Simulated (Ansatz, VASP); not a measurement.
## HfC in VASP and in Ansatz

```
CELL_PARAMETERS angstrom
3.32603 0.00000 0.00000
-1.66302 2.88043 0.00000
0.00000 0.00000 5.24077
ATOMIC_POSITIONS crystal
Hf 0.66667 0.33333 0.75000
Hf 0.33333 0.66667 0.25000
C 0.00000 0.00000 0.00000
C 0.00000 0.00000 0.50000
```

Alike in both runs: functional PBE; k mesh 18 × 18 × 10; occupations gaussian, width 0.1 eV; no spin polarisation.

Ansatz relaxed the structure, and its values are those at the end. VASP's run is a single point on that final structure, the one shown.

|  | VASP | Ansatz |
| --- | --- | --- |
| version | VASP 6.6.1 | Ansatz 0.2.0 |
| potentials or method | VASP PAW PBE potentials, release 64 (Hf_pv, C), cutoff 520 eV | scalar-relativistic, plane waves, PAW |
| valence electrons in the cell | 28 | 60 |

Ansatz gave:

| Quantity | Value |
| --- | --- |
| gap on the k mesh at the Fermi level (eV) | none |
| pressure (GPa) | 0.0 |

Q: Which values does VASP return?

A: gap on the k mesh at the Fermi level (eV): none; pressure (GPa): -0.7.

A gap of «none» marks a metal or a gap that the smearing closes. VASP's potentials hold 28 valence electrons a cell and Ansatz's 60, so a difference there can come from the potentials and not from the codes.

Neither program's run includes spin-orbit coupling.
